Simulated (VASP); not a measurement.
Runs of VASP 6.6.1 on PbF2. The structure is that of space group Fm-3m (No. 225), or close to it. The cells are those of the table. 

```tsv
cell	k mesh	pressure (GPa)	moment (μB)
a = 4.143 Å, angles 60.0°, 3 atoms	6 × 6 × 6	(a)	0.00
a = 4.200 Å, angles 60.0°, 3 atoms	8 × 8 × 8	-0.9	0.00
a = 4.200 Å, angles 60.0°, 3 atoms	6 × 6 × 6	-0.9	0.00
a = 4.269 Å, angles 60.0°, 3 atoms	6 × 6 × 6	-4.1	0.00
```

Alike in all rows: task single point; level r2SCAN; potentials or basis VASP PAW PBE potentials, release 64 (Pb_d, F); spin non-collinear, zero start, SOC; cutoff (eV) 520; smearing gaussian 0.05 eV.

Task: Estimate the missing entries.

Result: (a) 2.4.

Caveats: the PAW data sets were made with another functional, which shifts forces and pressure a little; the cell stands under tension (at least some runs).
